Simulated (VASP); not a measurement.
Wanted: the native input for a VASP 6.6.1 run.

* Task: single point
* Functional: r2SCAN
* Potentials or basis: VASP PAW PBE potentials, release 64 (Os, Se)
* Cutoff: 520 eV
* k mesh: 10 × 10 × 10
* Occupations: gaussian, width 0.05 eV
* Spin: collinear spin, ferromagnetic start
* Starting moments: [1.0, 0.0] μB
* Dipole correction: no
* Further INCAR settings: ALGO = Normal; EDIFF = 1e-06; NBANDS = 18

The system is OsSe.

```
Os Se
1.0
     0.00000    2.73478    2.73478
     2.73478    0.00000    2.73478
     2.73478    2.73478    0.00000
Os Se
1 1
Direct
  0.00000 0.00000 0.00000
  0.25000 0.25000 0.25000
```

One way to write it, as run:

POSCAR

```
OsSe
1.0
    0.0000000000      2.7347795838      2.7347795838
    2.7347795838      0.0000000000      2.7347795838
    2.7347795838      2.7347795838      0.0000000000
Os Se
1 1
Direct
    0.0000000000      0.0000000000      0.0000000000
    0.2500000000      0.2500000000      0.2500000000
```

INCAR.step1

```
SYSTEM = OsSe
  PREC = Accurate
  ENCUT = 520
  ISMEAR = 0
  SIGMA = 0.05
  LREAL = .FALSE.
  LASPH = .TRUE.
  NELM = 150
  ISPIN = 2
  MAGMOM = 1 0
  LMAXMIX = 4
  NBANDS = 18
  GGA = PE
  ALGO = Normal
  EDIFF = 1E-4
  LWAVE = .TRUE.
  LCHARG = .FALSE.
```

INCAR.step2

```
SYSTEM = OsSe
  PREC = Accurate
  ENCUT = 520
  EDIFF = 1E-6
  ISMEAR = 0
  SIGMA = 0.05
  LREAL = .FALSE.
  LASPH = .TRUE.
  NELM = 150
  ALGO = Normal
  ISIF = 2
  LWAVE = .FALSE.
  LCHARG = .FALSE.
  ISPIN = 2
  MAGMOM = 1 0
  LORBIT = 11
  LMAXMIX = 4
  METAGGA = R2SCAN
  LMIXTAU = .TRUE.
  NBANDS = 18
  ISTART = 1
```

KPOINTS

```
Automatic mesh
0
G
  10 10 10
  0 0 0
```

Potentials or basis: VASP PAW PBE potentials, release 64 (Os, Se).

Launch:

```bash
$ cat potpaw_PBE.64/Os/POTCAR potpaw_PBE.64/Se/POTCAR > POTCAR
$ cp INCAR.step1 INCAR
$ mpirun -np 1 vasp_std > vasp.out
$ cp INCAR.step2 INCAR
$ mpirun -np 1 vasp_std > vasp.out
```

Results of the run:

The pressure is 0.6 GPa. The net moment is 0.13 μB per cell, the site moments are Os +0.12; Se -0.00 μB and the valence electrons inside the program's atomic spheres are Os 7.38; Se 3.99.

Caveat: the PAW data sets were made with another functional, which shifts forces and pressure a little.

Wall time 110 s on 1 thread of Intel(R) Xeon(R) 6975P-C (Granite Rapids), with other jobs on the host, peak memory 0.23 GiB.
